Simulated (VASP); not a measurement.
# ScAl3 (Pm-3m) in VASP: a series of runs

Runs on ScAl3. Level: LDA. Tasks: single point, relaxation of cell and atoms.

All numbers are computed with VASP 6.6.1; they aren't measurements. Logs are shortened: lines on timing, memory, paths and dates and some standing lists are left out, and cuts for length are marked.

## (1) The cell of the first run

It takes space group Pm-3m (No. 221, cubic). Conventional cell: a = 4.032 Å, b = 4.032 Å, c = 4.032 Å, α = 90.00°, β = 90.00°, γ = 90.00°. Within 3.8 Å of Al (site symmetry 4/mmm) lie 8 Al at 2.85 Å and 4 Sc at 2.85 Å. Sc (site symmetry m-3m) has 12 Al at 2.85 Å within 3.8 Å.

## (2) Single point, LDA

INCAR reads:

```
SYSTEM = ScAl3
PREC = Accurate
ENCUT = 520
EDIFF = 1E-6
ISMEAR = 0
SIGMA = 0.1
LREAL = .False.
LASPH = .True.
NELM = 100
ALGO = Fast
ISIF = 2
LWAVE = .False.
LCHARG = .False.
GGA = CA
NBANDS = 18
```

KPOINTS reads:

```
regular mesh
0
Gamma
  14 14 14
  0 0 0
```

POSCAR reads:

```
ScAl3
1.0
    4.0320458567      0.0000000000      0.0000000000
    0.0000000000      4.0320458567      0.0000000000
    0.0000000000      0.0000000000      4.0320458567
Al Sc
3 1
Direct
    0.0000000000      0.5000000000      0.5000000000
    0.5000000000      0.0000000000      0.5000000000
    0.5000000000      0.5000000000      0.0000000000
    0.0000000000      0.0000000000      0.0000000000
```

Potentials or basis: VASP PAW LDA potentials, release 64 (Al, Sc_sv).

On the command line:

```
cat potpaw_LDA.64/Al/POTCAR potpaw_LDA.64/Sc_sv/POTCAR > POTCAR
mpirun -np 1 vasp_std > vasp.out
```

OUTCAR:

```text
SYSTEM = ScAl3
   PREC = Accurate
   ENCUT = 520
   EDIFF = 1E-6
   ISMEAR = 0
   LREAL = .False.
   LASPH = .True.
   NELM = 100
   ISIF = 2
   GGA = CA

 ion  position               nearest neighbor table
   1  0.000  0.500  0.500-   2 2.85   3 2.85   4 2.85   3 2.85   4 2.85   2 2.85   4 2.85   4 2.85
                             2 2.85   3 2.85   3 2.85   2 2.85
   2  0.500  0.000  0.500-   1 2.85   3 2.85   4 2.85   3 2.85   4 2.85   1 2.85   3 2.85   3 2.85
                             1 2.85   4 2.85   4 2.85   1 2.85
   3  0.500  0.500  0.000-   1 2.85   2 2.85   4 2.85   1 2.85   2 2.85   2 2.85   4 2.85   2 2.85
                             1 2.85   4 2.85   1 2.85   4 2.85
   4  0.000  0.000  0.000-   1 2.85   2 2.85   3 2.85   1 2.85   2 2.85   1 2.85   3 2.85   1 2.85
                             2 2.85   3 2.85   2 2.85   3 2.85

  LATTYP: Found a simple cubic cell.
 ALAT       =     4.0320458567

  Lattice vectors:

 A1 = (   4.0320458567,   0.0000000000,   0.0000000000)
 A2 = (   0.0000000000,   4.0320458567,   0.0000000000)
 A3 = (   0.0000000000,   0.0000000000,   4.0320458567)

Analysis of symmetry for initial positions (statically):
=====================================================================
 Subroutine PRICEL returns:
 Original cell was already a primitive cell.

 Routine SETGRP: Setting up the symmetry group for a
 simple cubic supercell.

 Subroutine GETGRP returns: Found 48 space group operations
 (whereof 48 operations were pure point group operations)
 out of a pool of 48 trial point group operations.

The static configuration has the point symmetry O_h .

Analysis of symmetry for dynamics (positions and initial velocities):
=====================================================================
 Subroutine PRICEL returns:
 Original cell was already a primitive cell.

 Routine SETGRP: Setting up the symmetry group for a
 simple cubic supercell.

 Subroutine GETGRP returns: Found 48 space group operations
 (whereof 48 operations were pure point group operations)
 out of a pool of 48 trial point group operations.

The dynamic configuration has the point symmetry O_h .

 Subroutine INISYM returns: Found 48 space group operations
 (whereof 48 operations are pure point group operations),
 and found     1 'primitive' translations

----------------------------------------------------------------------------------------

                                     Primitive cell

  volume of cell :      65.5506

  direct lattice vectors                    reciprocal lattice vectors
     4.032045857  0.000000000  0.000000000     0.248013052  0.000000000  0.000000000
     0.000000000  4.032045857  0.000000000     0.000000000  0.248013052  0.000000000
     0.000000000  0.000000000  4.032045857     0.000000000  0.000000000  0.248013052

  length of vectors
     4.032045857  4.032045857  4.032045857     0.248013052  0.248013052  0.248013052

  position of ions in fractional coordinates (direct lattice)
     0.000000000  0.500000000  0.500000000
     0.500000000  0.000000000  0.500000000
     0.500000000  0.500000000  0.000000000
     0.000000000  0.000000000  0.000000000

  ion indices of the primitive-cell ions
   primitive index   ion index
                 1           1
                 2           2
                 3           3
                 4           4

----------------------------------------------------------------------------------------

 KPOINTS: regular mesh

Automatic generation of k-mesh.
 Grid dimensions read from file:
 generate k-points for:   14   14   14

 Generating k-lattice:

  Cartesian coordinates                     Fractional coordinates (reciprocal lattice)
     0.017715218  0.000000000  0.000000000     0.071428571  0.000000000  0.000000000
     0.000000000  0.017715218  0.000000000     0.000000000  0.071428571  0.000000000
     0.000000000  0.000000000  0.017715218     0.000000000  0.000000000  0.071428571

  Length of vectors
     0.017715218  0.017715218  0.017715218

  Shift w.r.t. Gamma in fractional coordinates (k-lattice)
     0.000000000  0.000000000  0.000000000

 Subroutine IBZKPT returns following result:
 ===========================================

 Found    120 irreducible k-points:

 Following reciprocal coordinates:
            Coordinates               Weight
  0.000000  0.000000  0.000000      1.000000
  0.071429  0.000000  0.000000      6.000000
  0.142857  0.000000  0.000000      6.000000
  0.214286  0.000000  0.000000      6.000000
  0.285714  0.000000  0.000000      6.000000
  0.357143  0.000000  0.000000      6.000000
[... 16 lines left out ...]
  0.285714  0.214286  0.000000     24.000000
  0.357143  0.214286  0.000000     24.000000
 [... further k-points ...]
   k-points           NKPTS =    120   k-points in BZ     NKDIM =    120   number of bands    NBANDS=     18
   number of dos      NEDOS =    301   number of ions     NIONS =      4
   total plane-waves  NPLWV =  27000
   dimension x,y,z NGX =    30 NGY =   30 NGZ =   30
   dimension x,y,z NGXF=    60 NGYF=   60 NGZF=   60
   ions per type =               3   1
   NGX,Y,Z   is equivalent  to a cutoff of  12.37, 12.37, 12.37 a.u.
   NGXF,Y,Z  is equivalent  to a cutoff of  24.74, 24.74, 24.74 a.u.
 SYSTEM =  ScAl3
   PREC   = accura    normal or accurate (medium, high low for compatibility)
   ISTART =      0    job   : 0-new  1-cont  2-samecut
   ICHARG =      2    charge: 1-file 2-atom 10-const
   ISPIN  =      1    spin polarized calculation?
   LNONCOLLINEAR =      F non collinear calculations
   LSORBIT =      F    spin-orbit coupling
   LASPH  =      T    aspherical Exc in radial PAW
   ENCUT  =  520.0 eV  38.22 Ry    6.18 a.u.   7.50  7.50  7.50*2*pi/ulx,y,z
   NELM   =    100;   NELMIN=  2; NELMDL= -5     # of ELM steps
   EDIFF  = 0.1E-05   stopping-criterion for ELM
   LREAL  =      F    real-space projection
   EDIFFG = 0.1E-04   stopping-criterion for IOM
   NSW    =      0    number of steps for IOM
   IBRION =     -1    ionic relax: 0-MD 1-quasi-New 2-CG
   NFREE  =      0    steps in history (QN), initial steepest desc. (CG)
   ISIF   =      2    stress and relaxation
   ISYM   =      2    0-nonsym 1-usesym 2-fastsym
   POTIM  = 0.5000    time-step for ionic-motion
   TEBEG  =    0.0;   TEEND  =   0.0 temperature during run
   PSTRESS=    0.0 pullay stress
   NELECT =      20.0000    total number of electrons
   NUPDOWN=      -1.0000    fix difference up-down
   EMIN   =  10.00;   EMAX   =-10.00  energy-range for DOS
   EFERMI =   0.00;   METHOD = LEGACY
   ISMEAR =     0;   SIGMA  =   0.10  broadening in eV -4-tet -1-fermi 0-gaus
   EFERMI_NEDOS =   21; number of points for ismear=-14 and -15
   IALGO  =     68    algorithm
   IMIX   =      4    mixing-type and parameters
     AMIX     =   0.40;   BMIX     =  1.00
     AMIX_MAG =   1.60;   BMIX_MAG =  1.00
  volume/ion in A,a.u.               =      16.39       110.59
  Fermi-wavevector in a.u.,A,eV,Ry     =   1.102113  2.082691 16.526351  1.214653
  Thomas-Fermi vector in A             =   2.238551
   LORBIT       =      0    0 simple, 1 ext, 2 COOP (PROOUT), +10 PAW based schemes
   GGA     = CA    functional components
   LHFCALC =     F    Hartree Fock is set to
   AEXX    =    0.0000 exact exchange contribution
   IVDW    =     0    specifies the selected vdW correction
   LEPSILON=     F    determine dielectric tensor
   LRPA    =     F    only Hartree local field effects (RPA)
 non-spin polarized calculation
 RMM-DIIS sequential band-by-band and
 Gauss-broadening in eV      SIGMA  =   0.10
  energy-cutoff  :      520.00
  volume of cell :       65.55
 maximum number of plane-waves:      1791
 NGX is ok and might be reduce to    30
   NGX = 15   NGY = 15   NGZ = 15

 number of electron      20.0000004 magnetization

 Free energy of the ion-electron system (eV)
  ---------------------------------------------------
  ext. energy  EPLUGINS =         0.00000000
  ---------------------------------------------------
  free energy    TOTEN  =       -21.29366694 eV

  energy without entropy =      -21.28737952  energy(sigma->0) =      -21.29052323

 E-fermi :   7.4448     XC(G=0): -10.7703

 val. band max:        7.4195905455   @ k =   0.4286   0.1429   0.0714
 cond. band min:       7.4628075697   @ k =   0.5000   0.2857   0.2143
 fundamental gap:      0.0432170242
 Fermi energy:         7.4447586151

 k-point     1 :       0.0000    0.0000    0.0000
  band No.  band energies     occupation
      1     -40.8125      2.00000
      2     -19.8775      2.00000
      3     -19.8775      2.00000
      4     -19.8775      2.00000
      5      -2.7700      2.00000
      6       4.7453      2.00000
[... 10 lines left out ...]
     17      12.8953      0.00000
     18      12.8953      0.00000

 k-point     2 :       0.0714    0.0000    0.0000
  band No.  band energies     occupation
      1     -40.8124      2.00000
      2     -19.8795      2.00000
      3     -19.8773      2.00000
      4     -19.8773      2.00000
      5      -2.7213      2.00000
      6       4.2944      2.00000
[... 10 lines left out ...]
     17      12.9435      0.00000
     18      12.9481      0.00000

 k-point     3 :       0.1429    0.0000    0.0000
  band No.  band energies     occupation
      1     -40.8122      2.00000
      2     -19.8852      2.00000
      3     -19.8768      2.00000
      4     -19.8768      2.00000
      5      -2.5760      2.00000
      6       3.5063      2.00000
[... 10 lines left out ...]
     17      12.9871      0.00000
     18      12.9872      0.00000

 k-point     4 :       0.2143    0.0000    0.0000
  band No.  band energies     occupation
      1     -40.8118      2.00000
      2     -19.8935      2.00000
      3     -19.8762      2.00000
      4     -19.8762      2.00000
      5      -2.3366      2.00000
      6       2.6637      2.00000
[... 375 lines left out ...]
      4     -19.8750      2.00000
      5      -1.9169      2.00000
      6       2.8869      2.00000
[... 10 lines left out ...]
     17      12.1420      0.00000
     18      12.9978      0.00000

 k-point    23 :       0.2857    0.2143    0.0000
  band No.  band energies     occupation
      1     -40.8107      2.00000
      2     -19.9008      2.00000
      3     -19.8908      2.00000
      4     -19.8743      2.00000
      5      -1.5995      2.00000
      6       2.1857      2.00000
[... 10 lines left out ...]
     17      12.2472      0.00000
     18      13.1922      0.00000

 k-point    24 :       0.3571    0.2143    0.0000
  band No.  band energies     occupation
      1     -40.8104      2.00000
      2     -19.9088      2.00000
      3     -19.8900      2.00000
      4     -19.8736      2.00000
      5      -1.2074      2.00000
      6       1.4347      2.00000
[... 10 lines left out ...]
     17      12.4922      0.00000
     18      13.0444      0.00000

 [... further k-points ...]
[... 5 lines left out ...]
  --------------------------------------------------------------------------------------
  -------------------------------------------------------------------------------------
  Total        0.0678031      0.0678031      0.0678031      0.0000000      0.0000000      0.0000000
  in kB        1.6572347      1.6572347      1.6572347      0.0000000      0.0000000      0.0000000
  external PRESSURE =       1.6572347 kB  Pullay stress =       0.0000000 kB

 VOLUME and BASIS-vectors are now :
 -----------------------------------------------------------------------------
  energy-cutoff  :      520.00
  volume of cell :       65.55
      direct lattice vectors                 reciprocal lattice vectors
     4.032045857  0.000000000  0.000000000     0.248013052  0.000000000  0.000000000
     0.000000000  4.032045857  0.000000000     0.000000000  0.248013052  0.000000000
     0.000000000  0.000000000  4.032045857     0.000000000  0.000000000  0.248013052

 POSITION                                       TOTAL-FORCE (eV/Angst)
 -----------------------------------------------------------------------------------
      0.00000      2.01602      2.01602         0.000000      0.000000      0.000000
      2.01602      0.00000      2.01602         0.000000      0.000000      0.000000
      2.01602      2.01602      0.00000         0.000000      0.000000      0.000000
      0.00000      0.00000      0.00000         0.000000      0.000000      0.000000
 -----------------------------------------------------------------------------------
    total drift:                               -0.000000     -0.000000      0.000000

  FREE ENERGIE OF THE ION-ELECTRON SYSTEM (eV)
  ---------------------------------------------------
  free  energy   TOTEN  =       -21.2936669392 eV

  energy  without entropy=      -21.2873795208  energy(sigma->0) =      -21.29052323
```

Wall time 4.7 min (1 thread of AMD EPYC 7R13, shared host); peak memory 0.21 GiB.

Results:

| Item | Value |
| --- | --- |
| Free energy | -21.2937 eV |
| Pressure | 0.2 GPa |
| Band gap on the k mesh | zero (band 10 reaches 8.47 eV, above the bottom of band 11 at 4.50 eV) |

## (3) Relaxation of cell and atoms, LDA

This run uses another cell than the first one, of 17.23 Å³/atom, 1.051 times its volume.

INCAR reads:

```
SYSTEM = ScAl3
PREC = Accurate ; ENCUT = 600
EDIFF = 1E-6 ; ISMEAR = 0
SIGMA = 0.1 ; LREAL = .FALSE.
LASPH = .TRUE. ; NELM = 100
ALGO = Fast ; ISIF = 3
LWAVE = .FALSE. ; LCHARG = .FALSE.
IBRION = 2 ; NSW = 80
EDIFFG = -0.003
```

KPOINTS reads:

```
regular mesh
0
G
  14 14 14
  0 0 0
```

POSCAR reads:

```
ScAl3
1.0
    4.1000000000      0.0000000000      0.0000000000
    0.0000000000      4.1000000000      0.0000000000
    0.0000000000      0.0000000000      4.1000000000
Al Sc
3 1
Direct
    0.0000000000      0.5000000000      0.5000000000
    0.5000000000      0.0000000000      0.5000000000
    0.5000000000      0.5000000000      0.0000000000
    0.0000000000      0.0000000000      0.0000000000
```

Potentials or basis: VASP PAW LDA potentials, release 64 (Al, Sc_sv).

On the command line:

```
cat potpaw_LDA.64/Al/POTCAR potpaw_LDA.64/Sc_sv/POTCAR > POTCAR
mpirun -np 1 vasp_std > vasp.out
```

Run time: 17 min. Hardware: 1 thread of AMD EPYC 7R13, shared host; peak memory 0.27 GiB.

It converged, with:

- Free energy: -21.2942 eV
- Relaxed volume: 16.42 Å³/atom
- Relaxed cell: a = 4.035 Å, b = 4.035 Å, c = 4.035 Å, α = 90.00°, β = 90.00°, γ = 90.00°
- Space group after relaxing (to 0.05 Å): Pm-3m (No. 221)
- Energy gained by relaxing: 11.1 meV/atom
- Ionic steps: 3
- Pressure after relaxing: 0.0 GPa
- Band gap on the k mesh: zero (band 10 reaches 8.46 eV, above the bottom of band 11 at 4.49 eV)

The path:
```
step  energy change (eV)  largest force (eV/Å)  pressure (GPa)  volume (Å³)
   1              0.0000                0.0000           -4.23        68.92
   2             -0.0378                0.0000            1.82        64.48
   3             -0.0446                0.0000           -0.01        65.67
```

Final structure:
```
CELL_PARAMETERS angstrom
4.03454 0.00000 0.00000
0.00000 4.03454 0.00000
0.00000 0.00000 4.03454
ATOMIC_POSITIONS crystal
Al 0.00000 0.50000 0.50000
Al 0.50000 0.00000 0.50000
Al 0.50000 0.50000 0.00000
Sc 0.00000 0.00000 0.00000
```

Levels at points of the mesh, in eV from the Fermi level:
```tsv
k point	band 7	band 8	band 9	band 10	band 11	band 12	band 13	band 14
(0.00, 0.00, 0.00)	-2.70	-1.81	-1.81	-1.81	1.28	1.28	1.28	1.28
(0.50, 0.00, 0.00)	-1.78	-1.78	-1.57	0.99	1.08	1.08	1.40	1.63
(0.50, 0.50, 0.00)	-5.67	-4.43	-0.59	-0.59	1.22	1.38	2.10	3.56
(0.50, 0.50, 0.50)	-4.88	-4.58	-2.94	-2.94	-2.94	1.04	2.63	2.63
```
